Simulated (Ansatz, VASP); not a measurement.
**Ge in VASP and in Ansatz**

Contents of INCAR:

```
SYSTEM = Ge
PREC = Accurate
ENCUT = 520
EDIFF = 1E-6
ISMEAR = -1
SIGMA = 0.15
LREAL = .False.
LASPH = .True.
NELM = 60
ALGO = Normal
ISIF = 2
LWAVE = .False.
LCHARG = .True.
GGA = CA
LELF = .True.
LVHAR = .True.
NBANDS = 13
```

The input KPOINTS:

```
regular mesh
0
Gamma
  12 12 11
  0 0 0
```

The input POSCAR:

```
Ge
1.0
    1.4155346479     -2.6347372402      0.0000000000
    1.4155346479      2.6347372402      0.0000000000
    0.0000000000      0.0000000000      2.7337381113
Ge
1
Direct
    0.5000000000      0.5000000000      0.0000000000
```

Input for Ansatz:

```yaml
crystal:
  lattice:
    - [1.4155346478879567, -2.634737240184832, 0.0]
    - [1.4155346478879567, 2.634737240184832, 0.0]
    - [0.0, 0.0, 2.7337381113291204]
  atoms:
    - { symbol: Ge, position: [0.5, 0.5, 0.0] }
basis:
  ecutwfc: 510.0
kpoints:
  mp_grid:
    grid: [12, 12, 11]
hamiltonian:
  xc: lda
  pseudopotentials:
    kind: paw
scf:
  occupations:
    method: fermi_dirac
    width: 0.15
output:
  stress: true
```

Alike in both runs: task single point; functional LDA; k mesh 12 × 12 × 11; occupations fermi-dirac, width 0.15 eV; no spin polarisation.

|  | VASP | Ansatz |
| --- | --- | --- |
| version | VASP 6.6.1 | Ansatz 0.2.0 |
| potentials or method | VASP PAW LDA potentials, release 64 (Ge_d), cutoff 520 eV | plane waves, PAW |
| valence electrons in the cell | 14 | 14 |

```csv
,VASP,Ansatz,Ansatz less VASP
pressure (GPa),-7.6,-7.6,+0.09
"traceless stress, the component that is largest in VASP (GPa)",-1.61,-1.61,+0.003
```

LDA's correlation is that of Perdew and Zunger in VASP and of Perdew and Wang (1992) in Ansatz.
